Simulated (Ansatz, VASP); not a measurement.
## Au: VASP beside Ansatz

The input INCAR:

```
PREC = Accurate
ENCUT = 520
EDIFF = 1E-7
ISMEAR = 0
SIGMA = 0.15
LREAL = False
LASPH = True
NELM = 100
ALGO = Normal
ISIF = 2
LWAVE = False
LCHARG = True
GGA = PE
LELF = True
LVHAR = True
NBANDS = 12
```

Contents of KPOINTS:

```
Automatic mesh
0
Gamma
  20 20 20
```

File POSCAR:

```
Au
1.0
    0.0000000000      2.0455000000      2.0148175000
    2.0455000000      0.0000000000      2.0148175000
    2.0455000000      2.0455000000      0.0000000000
Au
1
Direct
    0.0000000000      0.0000000000      0.0000000000
```

Input for Ansatz:

```yaml
crystal:
  lattice:
    - [0.0, 2.0455, 2.0148175]
    - [2.0455, 0.0, 2.0148175]
    - [2.0455, 2.0455, 0.0]
  atoms:
    - { symbol: Au, position: [0.0, 0.0, 0.0] }
basis:
  ecutwfc: 420
kpoints:
  mp_grid: { grid: [20, 20, 20] }
hamiltonian:
  xc: pbe
scf:
  occupations: { method: gaussian, width: 0.15 }
output:
  forces: true
  stress: true
  eigenvalues: true
```

Change from the starting cell: strain +0.000 along x and y, -0.015 along z, atoms carried along.

Alike in both runs: task single point; functional PBE; k mesh 20 × 20 × 20; occupations gaussian, width 0.15 eV; no spin polarisation.

|  | VASP | Ansatz |
| --- | --- | --- |
| version | VASP 6.6.1 | Ansatz 0.2.0 |
| potentials or method | VASP PAW PBE potentials, release 64 (Au), cutoff 520 eV | scalar-relativistic, plane waves, PAW |
| valence electrons in the cell | 11 | 19 |

```csv
,VASP,Ansatz,Ansatz less VASP
gap on the k mesh at the Fermi level (eV),none,none,-
pressure (GPa),10.5,10.8,+0.32
"traceless stress, the component that is largest in VASP (GPa)",0.35,0.35,+0.001
```

A gap of «none» marks a metal or a gap that the smearing closes. VASP's potentials hold 11 valence electrons a cell and Ansatz's 19, so a difference there can come from the potentials and not from the codes.

Neither program's run includes spin-orbit coupling.
